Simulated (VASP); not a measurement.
# MoS2 (P6_3/mmc) in VASP: a series of runs, part 2 of 3

VASP 6.6.1.

## 3. Single point, LDA (in-plane strain +0.01, then relaxed in part)

File INCAR:

```
SYSTEM = MoS2
  PREC = Accurate
  ENCUT = 500
  EDIFF = 1E-6
  ISMEAR = 0
  SIGMA = 0.01
  LREAL = .False.
  LASPH = .True.
  NELM = 120
  ALGO = Normal
  ISIF = 2
  LWAVE = .False.
  LCHARG = .False.
  GGA = CA
  NBANDS = 35
  GGA_COMPAT = .False.
```

File KPOINTS:

```
regular mesh
0
Gamma
  6 6 2
  0 0 0
```

File POSCAR:

```
MoS2
1.0
    3.1533901883      0.0000000000      0.0000000000
   -1.5766950942      2.7309160111      0.0000000000
    0.0000000000      0.0000000000     12.0195569994
Mo S
2 4
Direct
    0.3333333333      0.6666666667      0.2500000000
    0.6666666667      0.3333333333      0.7500000000
    0.3333333333      0.6666666667      0.6215838321
    0.6666666667      0.3333333333      0.1215838321
    0.3333333333      0.6666666667      0.8784161679
    0.6666666667      0.3333333333      0.3784161679
```

Potentials or basis: VASP PAW LDA potentials, release 64 (Mo_sv, S).

Launch:

```
cat potpaw_LDA.64/Mo_sv/POTCAR potpaw_LDA.64/S/POTCAR > POTCAR
mpirun -np 1 vasp_std > vasp.out
```

OUTCAR:

```text
SYSTEM = MoS2
   PREC = Accurate
   ENCUT = 500
   EDIFF = 1E-6
   ISMEAR = 0
   LREAL = .False.
   LASPH = .True.
   NELM = 120
   ISIF = 2
   GGA = CA

 ion  position               nearest neighbor table
   1  0.333  0.667  0.250-   4 2.39   6 2.39   4 2.39   6 2.39   4 2.39   6 2.39
   2  0.667  0.333  0.750-   3 2.39   5 2.39   3 2.39   5 2.39   3 2.39   5 2.39
   3  0.333  0.667  0.622-   2 2.39   2 2.39   2 2.39
   4  0.667  0.333  0.122-   1 2.39   1 2.39   1 2.39
   5  0.333  0.667  0.878-   2 2.39   2 2.39   2 2.39
   6  0.667  0.333  0.378-   1 2.39   1 2.39   1 2.39

  LATTYP: Found a hexagonal cell.
 ALAT       =     3.1533901883
 C/A-ratio  =     3.8116301129

  Lattice vectors:

 A1 = (   3.1533901883,   0.0000000000,   0.0000000000)
 A2 = (  -1.5766950942,   2.7309160111,   0.0000000000)
 A3 = (   0.0000000000,   0.0000000000,  12.0195569994)

Analysis of symmetry for initial positions (statically):
=====================================================================
 Subroutine PRICEL returns:
 Original cell was already a primitive cell.

 Routine SETGRP: Setting up the symmetry group for a
 hexagonal supercell.

 Subroutine GETGRP returns: Found 24 space group operations
 (whereof 12 operations were pure point group operations)
 out of a pool of 24 trial point group operations.

The static configuration has the point symmetry D_3d.
 The point group associated with its full space group is D_6h.

Analysis of symmetry for dynamics (positions and initial velocities):
=====================================================================
 Subroutine PRICEL returns:
 Original cell was already a primitive cell.

 Routine SETGRP: Setting up the symmetry group for a
 hexagonal supercell.

 Subroutine GETGRP returns: Found 24 space group operations
 (whereof 12 operations were pure point group operations)
 out of a pool of 24 trial point group operations.

[... 119 lines left out ...]
  volume/ion in A,a.u.               =      17.25       116.42
  Fermi-wavevector in a.u.,A,eV,Ry     =   1.301421  2.459329 23.044138  1.693696
  Thomas-Fermi vector in A             =   2.432556
   LORBIT       =      0    0 simple, 1 ext, 2 COOP (PROOUT), +10 PAW based schemes
   GGA     = CA    functional components
   LHFCALC =     F    Hartree Fock is set to
   AEXX    =    0.0000 exact exchange contribution
   IVDW    =     0    specifies the selected vdW correction
   LEPSILON=     F    determine dielectric tensor
   LRPA    =     F    only Hartree local field effects (RPA)
 non-spin polarized calculation
 Gauss-broadening in eV      SIGMA  =   0.01
  energy-cutoff  :      500.00
  volume of cell :      103.51
 maximum number of plane-waves:      2652
 NGX is ok and might be reduce to    24
   NGX = 11   NGY = 11   NGZ = 43

 number of electron      52.0000002 magnetization

 Free energy of the ion-electron system (eV)
  ---------------------------------------------------
  ext. energy  EPLUGINS =         0.00000000
  ---------------------------------------------------
  free energy    TOTEN  =       -48.94098272 eV

  energy without entropy =      -48.94098272  energy(sigma->0) =      -48.94098272

 E-fermi :   8.0402     XC(G=0): -11.3051

 val. band max:        7.9527968026   @ k =   0.0000   0.0000   0.0000
 cond. band min:       8.6589379694   @ k =   0.1667   0.1667   0.0000
 fundamental gap:      0.7061411667
 Fermi energy:         8.0401910598

 k-point     1 :       0.0000    0.0000    0.0000
  band No.  band energies     occupation
      1     -53.3340      2.00000
      2     -53.3340      2.00000
      3     -27.7072      2.00000
      4     -27.7070      2.00000
      5     -27.4548      2.00000
      6     -27.4548      2.00000
[... 521 lines left out ...]
     34      12.0665      0.00000
     35      14.4872      0.00000

------------------------ aborting loop because EDIFF is reached ----------------------------------------

  FORCE on cell =-STRESS in cart. coord.  units (eV):
  Direction    XX          YY          ZZ          XY          YZ          ZX
  --------------------------------------------------------------------------------------
  -------------------------------------------------------------------------------------
  Total       -1.7998889     -1.7998889      0.0368936      0.0000000      0.0000000      0.0000000
  in kB      -27.8600414    -27.8600414      0.5710667      0.0000000      0.0000000      0.0000000
  external PRESSURE =     -18.3830053 kB  Pullay stress =       0.0000000 kB

 VOLUME and BASIS-vectors are now :
 -----------------------------------------------------------------------------
  energy-cutoff  :      500.00
  volume of cell :      103.51
      direct lattice vectors                 reciprocal lattice vectors
     3.153390188  0.000000000  0.000000000     0.317119018  0.183088750  0.000000000
    -1.576695094  2.730916011  0.000000000     0.000000000  0.366177501  0.000000000
     0.000000000  0.000000000 12.019556999     0.000000000  0.000000000  0.083197742

 POSITION                                       TOTAL-FORCE (eV/Angst)
 -----------------------------------------------------------------------------------
     -0.00000      1.82061      3.00489         0.000000     -0.000000      0.000000
      1.57670      0.91031      9.01467        -0.000000      0.000000      0.000000
     -0.00000      1.82061      7.47116        -0.000000      0.000000     -0.015403
      1.57670      0.91031      1.46138         0.000000     -0.000000     -0.015403
     -0.00000      1.82061     10.55817        -0.000000      0.000000      0.015403
      1.57670      0.91031      4.54839         0.000000     -0.000000      0.015403
 -----------------------------------------------------------------------------------
    total drift:                                0.000000     -0.000000      0.000000

  FREE ENERGIE OF THE ION-ELECTRON SYSTEM (eV)
  ---------------------------------------------------
  free  energy   TOTEN  =       -48.9409827246 eV

  energy  without entropy=      -48.9409827246  energy(sigma->0) =      -48.94098272
```

stdout:

```text
POSCAR found type information on POSCAR MoS
 POSCAR found :  2 types and       6 ions
 scaLAPACK will be used
 LDA part: xc-table for (Slater(with rela. corr.)+CA(PZ))
 , standard interpolation
 POSCAR, INCAR and KPOINTS ok, starting setup
 FFT: planning ... GRIDC
 FFT: planning ... GRID_SOFT
 FFT: planning ... GRID
 WAVECAR not read
 entering main loop
```

Wall time 18 s (1 thread of Intel Xeon 6975P-C (Granite Rapids), shared host); peak memory 0.19 GiB.

What came out:

* Free energy: -48.9410 eV
* Pressure: -1.8 GPa
* Largest force: 0.015 eV/Å
* Band gap on the k mesh: 0.71 eV (least direct gap 1.65 eV)

Forces in eV/Å, atoms in the order of the input:
```
Mo   0.000  0.000  0.000
Mo   0.000  0.000  0.000
S    0.000  0.000 -0.015
S    0.000  0.000 -0.015
S    0.000  0.000  0.015
S    0.000  0.000  0.015
```

Levels at points of the mesh, in eV from the valence-band top:
```tsv
k point	band 24	band 25	band 26	band 27	band 28	band 29
(0.00, 0.00, 0.00)	-1.34	-1.11	0.00	1.98	1.98	2.01
(0.50, 0.00, 0.00)	-1.68	-1.61	-1.43	1.46	1.52	1.86
(0.00, 0.00, 0.50)	-2.39	-0.27	-0.27	1.98	1.98	1.98
(0.50, 0.00, 0.50)	-1.81	-1.51	-1.51	1.49	1.49	2.03
```

Caveat: the cell differs from its parent crystal (in-plane strain +0.01, then relaxed in part). A k mesh can miss the band edges.

## 4. Single point, LDA (film at in-plane strain +0.01)

File INCAR:

```
SYSTEM = MoS2
PREC = Accurate
ENCUT = 500
EDIFF = 1E-6
ISMEAR = 0
SIGMA = 0.01
LREAL = .FALSE.
LASPH = .TRUE.
NELM = 120
ALGO = Normal
ISIF = 2
LWAVE = .FALSE.
LCHARG = .FALSE.
NBANDS = 35
GGA_COMPAT = .FALSE.
```

File KPOINTS:

```
regular mesh
0
G
  6 6 2
  0 0 0
```

POSCAR, as its differences from that of step 3:

```diff
@@ -3,3 +3,3 @@
     3.1533901883      0.0000000000      0.0000000000
-   -1.5766950942      2.7309160111      0.0000000000
+   -1.5766950942      2.7309160112      0.0000000000
     0.0000000000      0.0000000000     12.0195569994
```

Launch:

```
cat potpaw_LDA.64/Mo_sv/POTCAR potpaw_LDA.64/S/POTCAR > POTCAR
mpirun -np 1 vasp_std > vasp.out
```

Run time: 18 s. Hardware: 1 thread of Intel Xeon 6975P-C (Granite Rapids), shared host; peak memory 0.19 GiB.

The run converged. Its results:

```yaml
Free_energy: -48.9410 eV
Pressure: -1.8 GPa
Largest_force: 0.015 eV/Å
Band_gap_on_the_k_mesh: 0.71 eV (least direct gap 1.65 eV)
```

Forces on the atoms (eV/Å):
```
Mo   0.000  0.000  0.000
Mo   0.000  0.000  0.000
S    0.000  0.000 -0.015
S    0.000  0.000 -0.015
S    0.000  0.000  0.015
S    0.000  0.000  0.015
```

Stress tensor (GPa, compression positive):
```
-2.79  0.00  0.00
 0.00 -2.79  0.00
 0.00  0.00  0.06
```

Levels at points of the mesh, in eV from the valence-band top:
```
           k point  band 22  band 23  band 24  band 25  band 26  band 27  band 28  band 29  band 30  band 31
(0.00, 0.00, 0.00)    -2.36    -2.36    -1.34    -1.11     0.00     1.98     1.98     2.01     2.01     2.19
(0.50, 0.00, 0.00)    -2.58    -1.93    -1.68    -1.61    -1.43     1.46     1.52     1.86     2.17     2.71
(0.00, 0.00, 0.50)    -2.39    -2.39    -2.39    -0.27    -0.27     1.98     1.98     1.98     1.98     2.31
(0.50, 0.00, 0.50)    -2.77    -1.81    -1.81    -1.51    -1.51     1.49     1.49     2.03     2.03     3.10
```

Caveat: the cell differs from its parent crystal (film at in-plane strain +0.01).

## 5. Single point, LDA (in-plane strain +0.02, then relaxed in part)

File INCAR:

```
SYSTEM = MoS2
PREC     = Accurate       ! precision mode
ENCUT    = 500            ! plane-wave cutoff, eV
EDIFF    = 1E-6           ! SCF threshold, eV
ISMEAR   = 0              ! smearing method
SIGMA    = 0.01           ! smearing width, eV
LREAL    = .FALSE.        ! projectors in reciprocal space
LASPH    = .TRUE.         ! aspherical terms in the spheres
NELM     = 120            ! most SCF steps
ALGO     = Normal         ! electronic algorithm
ISIF     = 2              ! what is computed and relaxed
LWAVE    = .FALSE.        ! write WAVECAR
LCHARG   = .TRUE.         ! write CHGCAR
GGA      = CA             ! functional
LELF     = .TRUE.         ! ELF
LVHAR    = .TRUE.       
NBANDS   = 35             ! bands
GGA_COMPAT= .FALSE.
```

File KPOINTS:

```
Automatic mesh
0
G
  6 6 2
  0 0 0
```

File POSCAR:

```
MoS2
1.0
    3.1846118734      0.0000000000      0.0000000000
   -1.5923059367      2.7579547835      0.0000000000
    0.0000000000      0.0000000000     11.9726665399
Mo S
2 4
Direct
    0.3333333333      0.6666666667      0.2500000000
    0.6666666667      0.3333333333      0.7500000000
    0.3333333333      0.6666666667      0.6219542312
    0.6666666667      0.3333333333      0.1219542312
    0.3333333333      0.6666666667      0.8780457688
    0.6666666667      0.3333333333      0.3780457688
```

Potentials or basis: VASP PAW LDA potentials, release 64 (Mo_sv, S).

Launch:

```
cat potpaw_LDA.64/Mo_sv/POTCAR potpaw_LDA.64/S/POTCAR > POTCAR
mpirun -np 1 vasp_std > vasp.out
```

OUTCAR:

```text
SYSTEM = MoS2
   PREC = Accurate
   ENCUT = 500
   EDIFF = 1E-6
   ISMEAR = 0
   LREAL = .FALSE.
   LASPH = .TRUE.
   NELM = 120
   ISIF = 2
   GGA = CA

 ion  position               nearest neighbor table
   1  0.333  0.667  0.250-   4 2.39   6 2.39   4 2.39   6 2.39   4 2.39   6 2.39
   2  0.667  0.333  0.750-   3 2.39   5 2.39   3 2.39   5 2.39   3 2.39   5 2.39
   3  0.333  0.667  0.622-   2 2.39   2 2.39   2 2.39
   4  0.667  0.333  0.122-   1 2.39   1 2.39   1 2.39
   5  0.333  0.667  0.878-   2 2.39   2 2.39   2 2.39
   6  0.667  0.333  0.378-   1 2.39   1 2.39   1 2.39

[... 728 lines left out ...]
  -------------------------------------------------------------------------------------
  Total       -3.5948601     -3.5948601      0.0343723      0.0000000      0.0000000      0.0000000
  in kB      -54.7719289    -54.7719289      0.5237032      0.0000000      0.0000000      0.0000000
  external PRESSURE =     -36.3400516 kB  Pullay stress =       0.0000000 kB

 VOLUME and BASIS-vectors are now :
 -----------------------------------------------------------------------------
  energy-cutoff  :      500.00
  volume of cell :      105.16
      direct lattice vectors                 reciprocal lattice vectors
     3.184611873  0.000000000  0.000000000     0.314010008  0.181293763  0.000000000
    -1.592305937  2.757954783  0.000000000     0.000000000  0.362587525  0.000000000
     0.000000000  0.000000000 11.972666540     0.000000000  0.000000000  0.083523582

 POSITION                                       TOTAL-FORCE (eV/Angst)
 -----------------------------------------------------------------------------------
     -0.00000      1.83864      2.99317         0.000000     -0.000000      0.000000
      1.59231      0.91932      8.97950        -0.000000      0.000000      0.000000
     -0.00000      1.83864      7.44645        -0.000000     -0.000000     -0.014975
      1.59231      0.91932      1.46012        -0.000000      0.000000     -0.014975
     -0.00000      1.83864     10.51255         0.000000     -0.000000      0.014975
      1.59231      0.91932      4.52622        -0.000000      0.000000      0.014975
 -----------------------------------------------------------------------------------
    total drift:                                0.000000     -0.000000      0.000000

  FREE ENERGIE OF THE ION-ELECTRON SYSTEM (eV)
  ---------------------------------------------------
  free  energy   TOTEN  =       -48.8883382236 eV

  energy  without entropy=      -48.8883382236  energy(sigma->0) =      -48.88833822
```

OSZICAR:

```text
N       E                     dE             d eps       ncg     rms          rms(c)
DAV:   1     0.449917652431E+03    0.44992E+03   -0.28386E+04  1076   0.137E+03
DAV:   2    -0.256041213498E+02   -0.47552E+03   -0.45944E+03  1118   0.378E+02
DAV:   3    -0.513523887908E+02   -0.25748E+02   -0.25252E+02  1208   0.781E+01
DAV:   4    -0.518795992348E+02   -0.52721E+00   -0.52594E+00  1170   0.110E+01
DAV:   5    -0.518881449398E+02   -0.85457E-02   -0.85444E-02  1161   0.148E+00    0.354E+01
DAV:   6    -0.496364541378E+02    0.22517E+01   -0.12070E+01  1093   0.236E+01    0.119E+01
DAV:   7    -0.491982523584E+02    0.43820E+00   -0.46805E+00  1079   0.151E+01    0.880E+00
DAV:   8    -0.488908605195E+02    0.30739E+00   -0.70318E-01  1097   0.609E+00    0.235E+00
DAV:   9    -0.488929251650E+02   -0.20646E-02   -0.60065E-02  1108   0.118E+00    0.878E-01
DAV:  10    -0.488885854521E+02    0.43397E-02   -0.20339E-02  1076   0.999E-01    0.337E-01
DAV:  11    -0.488884736781E+02    0.11177E-03   -0.12283E-03  1089   0.205E-01    0.140E-01
DAV:  12    -0.488883630846E+02    0.11059E-03   -0.20390E-04  1078   0.782E-02    0.110E-01
DAV:  13    -0.488883378766E+02    0.25208E-04   -0.13244E-04  1125   0.617E-02    0.121E-02
DAV:  14    -0.488883382236E+02   -0.34692E-06   -0.84772E-06   925   0.170E-02
   1 F= -.48888338E+02 E0= -.48888338E+02  d E =0.000000E+00
```

It took 19 s on 1 thread of Intel Xeon 6975P-C (Granite Rapids), shared host; peak memory 0.19 GiB.

What came out:

| Quantity | Value |
| --- | --- |
| Free energy | -48.8883 eV |
| Pressure | -3.6 GPa |
| Largest force | 0.015 eV/Å |
| Band gap on the k mesh | 0.67 eV (least direct gap 1.54 eV) |

Forces in eV/Å, atoms in the order of the input:
```
Mo   0.000  0.000  0.000
Mo   0.000  0.000  0.000
S    0.000  0.000 -0.015
S    0.000  0.000 -0.015
S    0.000  0.000  0.015
S    0.000  0.000  0.015
```

Stress tensor (GPa, compression positive):
```
-5.48  0.00  0.00
 0.00 -5.48  0.00
 0.00  0.00  0.05
```

Caveat: the cell differs from its parent crystal (in-plane strain +0.02, then relaxed in part); the cell stands under tension.

(Part 2 of 3 ends here.)
